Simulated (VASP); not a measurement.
# PtSe2 in VASP: further runs

The runs below take PtSe2 through single point, relaxation of the atoms, with PBE+D3(BJ).

All numbers are computed with VASP 6.6.1; they aren't measurements. Logs are shortened: lines on timing, memory, paths and dates and some standing lists are left out, and cuts for length are marked.

### 1 The cell of the first run

The cell holds a slab with vacuum, 12 atoms: a = 7.543 Å, b = 7.543 Å, c = 20.561 Å, α = 90.00°, β = 90.00°, γ = 120.00°.

### 2 Single point, PBE+D3(BJ)

INCAR

```
PREC = Accurate
ENCUT = 520
EDIFF = 1E-7
ISMEAR = 0
SIGMA = 0.1
LREAL = F
LASPH = T
NELM = 100
ALGO = Normal
ISIF = 2
LWAVE = F
LCHARG = F
LDIPOL = T
IDIPOL = 3
DIPOL = 0.5 0.5 0.452
GGA = PE
IVDW = 12
NBANDS = 56
```

KPOINTS

```
regular mesh
0
Gamma
  3 3 1
```

POSCAR

```
PtSe2
1.0
    7.5434048785      0.0000000000      0.0000000000
   -3.7717024393      6.5327802559      0.0000000000
    0.0000000000      0.0000000000     20.5608116858
Se Pt
8 4
Direct
    0.3333333333      0.1666666667      0.3890896975
    0.3333333333      0.6666666667      0.3890896975
    0.8333333333      0.1666666667      0.3890896975
    0.8333333333      0.6666666667      0.3890896975
    0.1671385801      0.3335737624      0.5136104976
    0.1672416310      0.8334757341      0.5143109839
    0.6663873540      0.3331990900      0.5145002286
    0.6660217711      0.8332198038      0.5145077625
   -0.0004112834     -0.0006131058      0.4518940832
   -0.0004324221      0.5005141915      0.4517890697
    0.4999981947     -0.0002093766      0.4516435986
    0.5005396100      0.5005125844      0.4516345951
```

Potentials or basis: VASP PAW PBE potentials, release 64 (Se, Pt).

Command:

```console
$ cat potpaw_PBE.64/Se/POTCAR potpaw_PBE.64/Pt/POTCAR > POTCAR
$ mpirun -np 1 vasp_std > vasp.out
```

OUTCAR:

```text
PREC = Accurate
   ENCUT = 520
   EDIFF = 1E-7
   ISMEAR = 0
   LREAL = F
   LASPH = T
   NELM = 100
   ISIF = 2
   GGA = PE
   IVDW = 12
 IVDW          = 12

 ion  position               nearest neighbor table
   1  0.333  0.167  0.389-  11 2.53  12 2.53   9 2.53
   2  0.333  0.667  0.389-  11 2.53  12 2.53  10 2.53
   3  0.833  0.167  0.389-  11 2.53   9 2.53  10 2.53
   4  0.833  0.667  0.389-  10 2.53  12 2.53   9 2.53
   5  0.167  0.334  0.514-  12 2.52   9 2.53  10 2.53
   6  0.167  0.833  0.514-  10 2.53  11 2.53   9 2.53
   7  0.666  0.333  0.515-  10 2.53  12 2.53  11 2.53
   8  0.666  0.833  0.515-  11 2.53  12 2.53   9 2.53
   9  1.000  0.999  0.452-   5 2.53   4 2.53   6 2.53   8 2.53   3 2.53   1 2.53
  10  1.000  0.501  0.452-   4 2.53   6 2.53   5 2.53   7 2.53   2 2.53   3 2.53
  11  0.500  1.000  0.452-   6 2.53   2 2.53   8 2.53   3 2.53   1 2.53   7 2.53
  12  0.501  0.501  0.452-   5 2.52   4 2.53   8 2.53   2 2.53   7 2.53   1 2.53

  LATTYP: Found a hexagonal cell.
 ALAT       =     7.5434048785
 C/A-ratio  =     2.7256672573

  Lattice vectors:

 A1 = (   7.5434048785,   0.0000000000,   0.0000000000)
 A2 = (  -3.7717024393,   6.5327802559,   0.0000000000)
 A3 = (   0.0000000000,   0.0000000000,  20.5608116858)

Analysis of symmetry for initial positions (statically):
=====================================================================
 Subroutine PRICEL returns:
 Original cell was already a primitive cell.

 Routine SETGRP: Setting up the symmetry group for a
 hexagonal supercell.

 Subroutine GETGRP returns: Found  1 space group operations
 (whereof  1 operations were pure point group operations)
 out of a pool of 24 trial point group operations.

The static configuration has the point symmetry C_1 .

Analysis of symmetry for dynamics (positions and initial velocities):
=====================================================================
 Subroutine PRICEL returns:
 Original cell was already a primitive cell.

 Routine SETGRP: Setting up the symmetry group for a
 hexagonal supercell.

 Subroutine GETGRP returns: Found  1 space group operations
 (whereof  1 operations were pure point group operations)
 out of a pool of 24 trial point group operations.

The dynamic configuration has the point symmetry C_1 .

 Subroutine INISYM returns: Found  1 space group operations
 (whereof  1 operations are pure point group operations),
 and found     1 'primitive' translations

[... 110 lines left out ...]
   EFERMI_NEDOS =   21; number of points for ismear=-14 and -15
   IALGO  =     38    algorithm
   IMIX   =      4    mixing-type and parameters
     AMIX     =   0.40;   BMIX     =  1.00
     AMIX_MAG =   1.60;   BMIX_MAG =  1.00
  volume/ion in A,a.u.               =      84.44       569.80
  Fermi-wavevector in a.u.,A,eV,Ry     =   0.724993  1.370038  7.151424  0.525615
  Thomas-Fermi vector in A             =   1.815603
   LORBIT       =      0    0 simple, 1 ext, 2 COOP (PROOUT), +10 PAW based schemes
   GGA     = PE    functional components
   LHFCALC =     F    Hartree Fock is set to
   AEXX    =    0.0000 exact exchange contribution
   IVDW    =    12    specifies the selected vdW correction
   LEPSILON=     F    determine dielectric tensor
   LRPA    =     F    only Hartree local field effects (RPA)
 non-spin polarized calculation
 Gauss-broadening in eV      SIGMA  =   0.10
  energy-cutoff  :      520.00
  volume of cell :     1013.22
 maximum number of plane-waves:     27366
   NGX = 29   NGY = 29   NGZ = 77

 dipolmoment           0.000000      0.000000     -0.000638 electrons x Angstroem

 number of electron      87.9999993 magnetization

 dipolmoment           0.000000      0.000000      0.000228 electrons x Angstroem

 Free energy of the ion-electron system (eV)
  ---------------------------------------------------
  ext. energy  EPLUGINS =         0.00000000
  ---------------------------------------------------
  free energy    TOTEN  =       -57.16877249 eV

  energy without entropy =      -57.16877249  energy(sigma->0) =      -57.16877249

 E-fermi :  -2.5848     XC(G=0):  -3.2067

 val. band max:       -3.0537813848   @ k =   0.3333   0.3333   0.0000
 cond. band min:      -1.4259002126   @ k =   0.0000   0.3333   0.0000
 fundamental gap:      1.6278811722
 Fermi energy:        -2.5847838163

 k-point     1 :       0.0000    0.0000    0.0000
  band No.  band energies     occupation
      1     -16.9887      2.00000
      2     -15.5607      2.00000
      3     -15.5562      2.00000
      4     -15.5550      2.00000
      5     -15.4146      2.00000
      6     -15.4120      2.00000
[... 284 lines left out ...]
     55       3.1037      0.00000
     56       3.1175      0.00000

------------------------ aborting loop because EDIFF is reached ----------------------------------------

 vacuum level on the upper side and lower side of the slab       (xc-potential included)        -0.049        -0.050

 Edisp (eV)   -3.48157

 E8    (eV) :    -1.5989

  FORCE on cell =-STRESS in cart. coord.  units (eV):
  Direction    XX          YY          ZZ          XY          YZ          ZX
  --------------------------------------------------------------------------------------
  -------------------------------------------------------------------------------------
  Total      -4.61009    -4.61987     0.02572     0.00306    -0.00966    -0.00489
  in kB      -7.28978    -7.30525     0.04067     0.00484    -0.01528    -0.00773
  external pressure =       -4.85 kB  Pullay stress =        0.00 kB

 VOLUME and BASIS-vectors are now :
 -----------------------------------------------------------------------------
  energy-cutoff  :      520.00
  volume of cell :     1013.22
      direct lattice vectors                 reciprocal lattice vectors
     7.543404878  0.000000000  0.000000000     0.132566131  0.076537091  0.000000000
    -3.771702439  6.532780256  0.000000000     0.000000000  0.153074183  0.000000000
     0.000000000  0.000000000 20.560811686     0.000000000  0.000000000  0.048636212

 POSITION                                       TOTAL-FORCE (eV/Angst)
 -----------------------------------------------------------------------------------
      1.88585      1.08880      8.00000        -0.005297     -0.010672      0.003730
     -0.00000      4.35519      8.00000        -0.015737      0.002294     -0.012015
      5.65755      1.08880      8.00000         0.003024      0.001482      0.016520
      3.77170      4.35519      8.00000        -0.003944      0.017380      0.003313
      0.00265      2.17916     10.56025        -0.028569     -0.001116      0.121212
     -1.88205      5.44491     10.57465        -0.026339     -0.002224      0.020680
      3.77010      2.17672     10.57854         0.000227      0.003310     -0.029386
      1.88141      5.44324     10.57870         0.028291      0.002802     -0.018061
      3.77091      6.52877      9.29131         0.009854      0.071453     -0.067604
      5.65235      3.26975      9.28915         0.090176     -0.064063     -0.046613
      0.00078      6.53141      9.28616        -0.016174      0.038475      0.019112
      1.88799      3.26974      9.28597        -0.035511     -0.059121     -0.010888
 -----------------------------------------------------------------------------------
    total drift:                               -0.000043      0.000021     -0.000192

  FREE ENERGIE OF THE ION-ELECTRON SYSTEM (eV)
  ---------------------------------------------------
  free  energy   TOTEN  =       -60.6503422087 eV

  energy  without entropy=      -60.6503422087  energy(sigma->0) =      -60.65034221

 vacuum level on the upper side and lower side of the slab         2.638         2.637
```

OSZICAR:

```text
N       E                     dE             d eps       ncg     rms          rms(c)
DAV:   1     0.708331845055E+03    0.70833E+03   -0.29089E+04   560   0.116E+03
DAV:   2     0.445771411788E+02   -0.66375E+03   -0.63294E+03   864   0.214E+02
DAV:   3    -0.576277204749E+02   -0.10220E+03   -0.10103E+03   672   0.907E+01
[... 21 lines left out ...]
DAV:  25    -0.571687714759E+02   -0.35081E-06   -0.44441E-09   400   0.216E-04    0.115E-04
DAV:  26    -0.571687719771E+02   -0.50120E-06   -0.39499E-09   368   0.193E-04    0.149E-04
DAV:  27    -0.571687722470E+02   -0.26991E-06    0.46327E-10   336   0.128E-04    0.367E-05
DAV:  28    -0.571687724561E+02   -0.20905E-06   -0.11611E-09   336   0.864E-05    0.317E-05
DAV:  29    -0.571687724874E+02   -0.31330E-07    0.21109E-09   392   0.569E-05
   1 F= -.60650342E+02 E0= -.60650342E+02  d E =-.548640E-11
```

Wall time 7.6 min (1 thread of AMD EPYC 9R45 (Zen 5), shared host); peak memory 1 GiB.

Results:

* Free energy: -60.6503 eV
* Largest force: 0.125 eV/Å
* Band gap on the k mesh: 1.63 eV
* Dispersion energy per atom: -0.290 eV

Forces in eV/Å, atoms in the order of the input:
```
Se  -0.005 -0.011  0.004
Se  -0.016  0.002 -0.012
Se   0.003  0.001  0.017
Se  -0.004  0.017  0.003
Se  -0.029 -0.001  0.121
Se  -0.026 -0.002  0.021
Se   0.000  0.003 -0.029
Se   0.028  0.003 -0.018
Pt   0.010  0.071 -0.068
Pt   0.090 -0.064 -0.047
Pt  -0.016  0.038  0.019
Pt  -0.036 -0.059 -0.011
```

Levels at points of the mesh, in eV from the valence-band top:
```csv
k point,band 42,band 43,band 44,band 45,band 46,band 47
"(0.00, 0.00, 0.00)",-0.53,-0.08,-0.07,2.32,2.32,2.33
```

Caveat: spin-orbit coupling is left out, which moves the levels of the heavy elements.

### 3 Relaxation of the atoms, PBE+D3(BJ) (biaxial strain +0.020)

INCAR

```
  PREC = Accurate
  ENCUT = 520
  EDIFF = 1E-6
  ISMEAR = 0
  SIGMA = 0.02
  LREAL = F
  LASPH = T
  NELM = 60
  ALGO = Normal
  ISIF = 2
  LWAVE = F
  LCHARG = F
  LDIPOL = T
  IDIPOL = 3
  DIPOL = 0.5 0.5 0.500
  GGA = PE
  IVDW = 12
  IBRION = 2
  NSW = 60
  EDIFFG = -0.01
```

KPOINTS

```
regular mesh
0
Gamma
  12 12 1
```

POSCAR

```
PtSe2
1.0
    3.7810034578      0.0000000000      0.0000000000
   -1.8905017289      3.2744450462      0.0000000000
    0.0000000000      0.0000000000     31.1216233429
Se Pt
2 1
Direct
    0.6666666667      0.3333333333      0.4574342816
    0.3333333333      0.6666666667      0.5425657184
    0.0000000000      0.0000000000      0.5000000000
```

Potentials or basis: VASP PAW PBE potentials, release 64 (Se, Pt).

Command:

```console
$ cat potpaw_PBE.64/Se/POTCAR potpaw_PBE.64/Pt/POTCAR > POTCAR
$ mpirun -np 1 vasp_std > vasp.out
```

Run time: 7.8 min. Hardware: 1 thread of Oxide Virtual Turin-like, shared host; peak memory 0.53 GiB.

It converged, with:

```yaml
Free_energy: -15.1563 eV
Energy_gained_by_relaxing: 6.2 meV/atom
Ionic_steps: 3
Largest_force_after_relaxing: 0.003 eV/Å
Band_gap_on_the_k_mesh: 1.35 eV (least direct gap 1.48 eV)
Dispersion_energy_per_atom: -0.288 eV
```

Forces on the atoms (eV/Å):
```
Se   0.000  0.000  0.003
Se   0.000  0.000 -0.003
Pt   0.000  0.000  0.000
```

Step by step:
```csv
step,energy change (eV),largest force (eV/Å),pressure (GPa)
1,0.0000,0.4461,-0.80
2,-0.0143,0.2170,-0.59
3,-0.0186,0.0034,-0.39
```

Final structure:
```xyz
3
Lattice="3.7810 0.0000 0.0000 -1.8905 3.2744 0.0000 0.0000 0.0000 31.1216" Properties=species:S:1:pos:R:3 pbc="T T T"
Se    1.8905    1.0915   14.2770
Se    0.0000    2.1830   16.8447
Pt    0.0000    0.0000   15.5608
```

Levels at points of the mesh, in eV from the valence-band top:
| k point | band 8 | band 9 | band 10 | band 11 | band 12 | band 13 | band 14 | band 15 |
| --- | --- | --- | --- | --- | --- | --- | --- | --- |
| (0.00, 0.00, 0.00) | -1.14 | -0.51 | -0.08 | -0.08 | 2.90 | 2.90 | 4.48 | 5.25 |
| (0.50, 0.00, 0.00) | -2.25 | -1.93 | -1.90 | -1.28 | 2.30 | 2.69 | 4.71 | 6.22 |

Caveat: the cell differs from its parent crystal (biaxial strain +0.020); spin-orbit coupling is left out, which moves the levels of the heavy elements.

### 4 Single point, PBE+D3(BJ)

This run uses another cell than the first one.

INCAR

```
SYSTEM = PtSe2
PREC = Accurate ; ENCUT = 400
EDIFF = 1E-6 ; ISMEAR = 0
SIGMA = 0.1 ; LREAL = .FALSE.
LASPH = .TRUE. ; NELM = 120
ALGO = Normal ; ISIF = 2
LWAVE = .FALSE. ; LCHARG = .FALSE.
LDIPOL = .TRUE. ; IDIPOL = 3
DIPOL = 0.5 0.5 0.386 ; GGA = PE
IVDW = 12 ; NBANDS = 56
GGA_COMPAT = .FALSE. ; NELMDL = -8
```

KPOINTS

```
Automatic mesh
0
G
  3 3 1
  0 0 0
```

POSCAR

```
PtSe2
1.0
    7.5434048679      0.0000000000      0.0000000000
   -3.7717024339      6.5327802466      0.0000000000
    0.0000000000      0.0000000000     24.0554116943
Se Pt
8 4
Direct
    0.3333333333      0.1666666667      0.3325654992
    0.3333333333      0.6666666667      0.3325654992
    0.8333333333      0.1666666667      0.3325654992
    0.8333333333      0.6666666667      0.3325654992
    0.1671811752      0.3322841119      0.4394050512
    0.1676034657      0.8351811836      0.4392828133
    0.6650968154      0.3323115729      0.4394040877
    0.6668127000      0.8336557538      0.4395858481
   -0.0000447460      0.0000654316      0.3860007050
   -0.0000070441      0.4999894213      0.3864181254
    0.5001137242      0.0000799556      0.3859999586
    0.5000022531      0.5000138803      0.3860814375
```

Potentials or basis: VASP PAW PBE potentials, release 64 (Se, Pt).

Command:

```console
$ cat potpaw_PBE.64/Se/POTCAR potpaw_PBE.64/Pt/POTCAR > POTCAR
$ mpirun -np 1 vasp_std > vasp.out
```

OUTCAR:

```text
SYSTEM = PtSe2
   PREC = Accurate
   ENCUT = 400
   EDIFF = 1E-6
   ISMEAR = 0
   LREAL = .FALSE.
   LASPH = .TRUE.
   NELM = 120
   ISIF = 2
   GGA = PE
   IVDW = 12
   NELMDL = -8
 IVDW          = 12

 ion  position               nearest neighbor table
   1  0.333  0.167  0.333-  11 2.53   9 2.53  12 2.53
   2  0.333  0.667  0.333-  11 2.53  12 2.53  10 2.53
   3  0.833  0.167  0.333-  11 2.53   9 2.53  10 2.53
   4  0.833  0.667  0.333-   9 2.53  12 2.53  10 2.53
   5  0.167  0.332  0.439-   9 2.52  12 2.52  10 2.53
   6  0.168  0.835  0.439-  11 2.52   9 2.52  10 2.53
   7  0.665  0.332  0.439-  11 2.52  12 2.52  10 2.53
   8  0.667  0.834  0.440-  11 2.53   9 2.53  12 2.53
   9  1.000  0.000  0.386-   5 2.52   6 2.52   3 2.53   1 2.53   4 2.53   8 2.53
  10  1.000  0.500  0.386-   5 2.53   7 2.53   6 2.53   3 2.53   4 2.53   2 2.53
  11  0.500  0.000  0.386-   7 2.52   6 2.52   3 2.53   1 2.53   2 2.53   8 2.53
  12  0.500  0.500  0.386-   7 2.52   5 2.52   2 2.53   4 2.53   1 2.53   8 2.53

  LATTYP: Found a hexagonal cell.
[... 491 lines left out ...]

 vacuum level on the upper side and lower side of the slab       (xc-potential included)        -0.004        -0.005

 Edisp (eV)   -3.48021

 E8    (eV) :    -1.5992

  FORCE on cell =-STRESS in cart. coord.  units (eV):
  Direction    XX          YY          ZZ          XY          YZ          ZX
  --------------------------------------------------------------------------------------
  -------------------------------------------------------------------------------------
  Total      -4.52603    -4.53313     0.14735    -0.00092    -0.00647     0.00183
  in kB      -6.11716    -6.12675     0.19915    -0.00124    -0.00874     0.00247
  external pressure =       -4.01 kB  Pullay stress =        0.00 kB

 VOLUME and BASIS-vectors are now :
 -----------------------------------------------------------------------------
  energy-cutoff  :      400.00
  volume of cell :     1185.44
      direct lattice vectors                 reciprocal lattice vectors
     7.543404868  0.000000000  0.000000000     0.132566131  0.076537092  0.000000000
    -3.771702434  6.532780247  0.000000000     0.000000000  0.153074183  0.000000000
     0.000000000  0.000000000 24.055411694     0.000000000  0.000000000  0.041570687

 POSITION                                       TOTAL-FORCE (eV/Angst)
 -----------------------------------------------------------------------------------
      1.88585      1.08880      8.00000        -0.000326      0.009618     -0.038808
     -0.00000      4.35519      8.00000        -0.020920     -0.018759      0.016956
      5.65755      1.08880      8.00000         0.000008      0.035703      0.006078
      3.77170      4.35519      8.00000         0.020577     -0.018959      0.017017
      0.00784      2.17074     10.57007        -0.061438      0.055957      0.061145
     -1.88575      5.45606     10.56713        -0.000852     -0.092249      0.080843
      3.76371      2.17092     10.57005         0.062319      0.054968      0.061414
      1.88574      5.44609     10.57442         0.000732     -0.016300      0.003762
      7.54282      0.00043      9.28541         0.002755     -0.008425     -0.043192
      5.65754      3.26632      9.29545         0.000139      0.003395     -0.081793
      3.77226      0.00052      9.28539        -0.002607     -0.008912     -0.043500
      1.88582      3.26648      9.28735        -0.000387      0.003962     -0.039922
 -----------------------------------------------------------------------------------
    total drift:                               -0.000000     -0.000003     -0.000071

  FREE ENERGIE OF THE ION-ELECTRON SYSTEM (eV)
  ---------------------------------------------------
  free  energy   TOTEN  =       -60.6466941289 eV

  energy  without entropy=      -60.6466941288  energy(sigma->0) =      -60.64669413

 vacuum level on the upper side and lower side of the slab         2.281         2.279
```

OSZICAR:

```text
N       E                     dE             d eps       ncg     rms          rms(c)
DAV:   1     0.679392628986E+03    0.67939E+03   -0.24724E+04   568   0.929E+02
DAV:   2     0.507943472810E+02   -0.62860E+03   -0.59766E+03   872   0.193E+02
DAV:   3    -0.573668450813E+02   -0.10816E+03   -0.10695E+03   672   0.886E+01
[... 20 lines left out ...]
DAV:  24    -0.571664610752E+02   -0.13913E-04   -0.33462E-07   440   0.183E-03    0.132E-03
DAV:  25    -0.571664735212E+02   -0.12446E-04   -0.34020E-07   408   0.136E-03    0.532E-04
DAV:  26    -0.571664763700E+02   -0.28488E-05   -0.33940E-08   400   0.652E-04    0.405E-04
DAV:  27    -0.571664792191E+02   -0.28491E-05   -0.39148E-08   368   0.413E-04    0.438E-04
DAV:  28    -0.571664799282E+02   -0.70912E-06   -0.25116E-08   392   0.438E-04
   1 F= -.60646694E+02 E0= -.60646694E+02  d E =-.508493E-11
```

stdout:

```text
POSCAR found type information on POSCAR SePt
 POSCAR found :  2 types and      12 ions
 scaLAPACK will be used
 LDA part: xc-table for (Slater+PW92), standard interpolation
 POSCAR, INCAR and KPOINTS ok, starting setup
 FFT: planning ... GRIDC
 FFT: planning ... GRID_SOFT
 FFT: planning ... GRID
 WAVECAR not read
 entering main loop
```

Run time: 11 min. Hardware: 1 thread of Oxide Virtual Turin-like, shared host; peak memory 0.78 GiB.

Results:

```yaml
Free_energy: -60.6467 eV
Largest_force: 0.123 eV/Å
Band_gap_on_the_k_mesh: 1.63 eV
Dispersion_energy_per_atom: -0.290 eV
```

Forces in eV/Å, atoms in the order of the input:
```
Se   0.000  0.010 -0.039
Se  -0.021 -0.019  0.017
Se   0.000  0.036  0.006
Se   0.021 -0.019  0.017
Se  -0.061  0.056  0.061
Se  -0.001 -0.092  0.081
Se   0.062  0.055  0.061
Se   0.001 -0.016  0.004
Pt   0.003 -0.008 -0.043
Pt   0.000  0.003 -0.082
Pt  -0.003 -0.009 -0.043
Pt   0.000  0.004 -0.040
```

Levels at points of the mesh, in eV from the valence-band top:
| k point | band 40 | band 41 | band 42 | band 43 | band 44 | band 45 | band 46 | band 47 | band 48 | band 49 |
| --- | --- | --- | --- | --- | --- | --- | --- | --- | --- | --- |
| (0.00, 0.00, 0.00) | -1.29 | -1.15 | -0.52 | -0.07 | -0.07 | 2.32 | 2.33 | 2.33 | 2.69 | 2.69 |

Caveat: spin-orbit coupling is left out, which moves the levels of the heavy elements.

### 5 The runs side by side

| task | cell | k mesh | cutoff (eV) | smearing | gap on the mesh (eV) | largest force (eV/Å) |
| --- | --- | --- | --- | --- | --- | --- |
| single point | a = 7.543, b = 7.543, c = 20.561 Å, angles 90.0, 90.0, 120.0°, 12 atoms, atomic positions A | 3 × 3 × 1 | 520 | gaussian 0.1 eV | 1.63 | 0.12 |
| relaxation of the atoms | atoms relaxed from a = 3.781, b = 3.781, c = 31.122 Å, angles 90.0, 90.0, 120.0°, 3 atoms, atomic positions B | 12 × 12 × 1 | 520 | gaussian 0.02 eV | 1.35 | - |
| single point | a = 7.543, b = 7.543, c = 24.055 Å, angles 90.0, 90.0, 120.0°, 12 atoms, atomic positions C | 3 × 3 × 1 | 400 | gaussian 0.1 eV | 1.63 | 0.12 |

Alike in all rows: level PBE+D3(BJ); potentials or basis VASP PAW PBE potentials, release 64 (Se, Pt); no spin polarisation.

Caveats: spin-orbit coupling is left out, which moves the levels of the heavy elements.

Absolute energies hang on the potentials; compare differences alone.
